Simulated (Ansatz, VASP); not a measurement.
# MgO in VASP and in Ansatz

INCAR

```
PREC     = Accurate       # precision mode
ENCUT    = 520            # plane-wave cutoff, eV
EDIFF    = 1E-6           # SCF threshold, eV
ISMEAR   = -1             # smearing method
SIGMA    = 0.02           # smearing width, eV
LREAL    = False          # projectors in reciprocal space
LASPH    = True           # aspherical terms in the spheres
NELM     = 100            # most SCF steps
ALGO     = Normal         # electronic algorithm
ISIF     = 2              # what is computed and relaxed
LWAVE    = False          # write WAVECAR
LCHARG   = False          # write CHGCAR
GGA      = PE             # functional
NBANDS   = 11             # bands
```

KPOINTS

```
regular mesh
0
Gamma
  10 10 10
```

The input POSCAR:

```
MgO
1.0
    0.0000000000      2.2047538254      2.2047538254
    2.2047538254      0.0000000000      2.2047538254
    2.2047538254      2.2047538254      0.0000000000
Mg O
1 1
Direct
    0.0000000000      0.0000000000      0.0000000000
    0.5000000000      0.5000000000      0.5000000000
```

Input for Ansatz:

```yaml
crystal:
  lattice:
    - [0.0, 2.2047538254, 2.2047538254]
    - [2.2047538254, 0.0, 2.2047538254]
    - [2.2047538254, 2.2047538254, 0.0]
  atoms:
    - { symbol: Mg, position: [0.0, 0.0, 0.0] }
    - { symbol: O, position: [0.5, 0.5, 0.5] }
kpoints:
  mp_grid: { grid: [10, 10, 10] }
  band_path:
    path:
      - [0.0, 0.0, 0.0]
      - [0.5, 0.0, 0.5]
      - [0.625, 0.25, 0.625]
      - [0.375, 0.375, 0.75]
      - [0.5, 0.5, 0.5]
      - [0.5, 0.25, 0.75]
    npoints: 1
hamiltonian:
  xc: pbe
scf:
  occupations: { method: fermi_dirac, width: 0.02 }
  n_extra_bands: 4
output:
  forces: true
  stress: true
  eigenvalues: true
```

Change from the starting cell: hydrostatic strain +4.9%.

Alike in both runs: task single point; functional PBE; k mesh 10 × 10 × 10; occupations fermi-dirac, width 0.02 eV; no spin polarisation.

```csv
,VASP,Ansatz
version,VASP 6.6.1,Ansatz 0.2.0
potentials or method,"VASP PAW PBE potentials, release 64 (Mg, O)","plane waves, PAW"
plane-wave cutoff (eV),520,420
valence electrons in the cell,8,16
```

```tsv
	VASP	Ansatz	Ansatz less VASP
gap on the k mesh at the Fermi level (eV)	3.50	3.52	+0.021
pressure (GPa)	-13.6	-12.9	+0.72
```

VASP's potentials hold 8 valence electrons a cell and Ansatz's 16, so a difference there can come from the potentials and not from the codes.
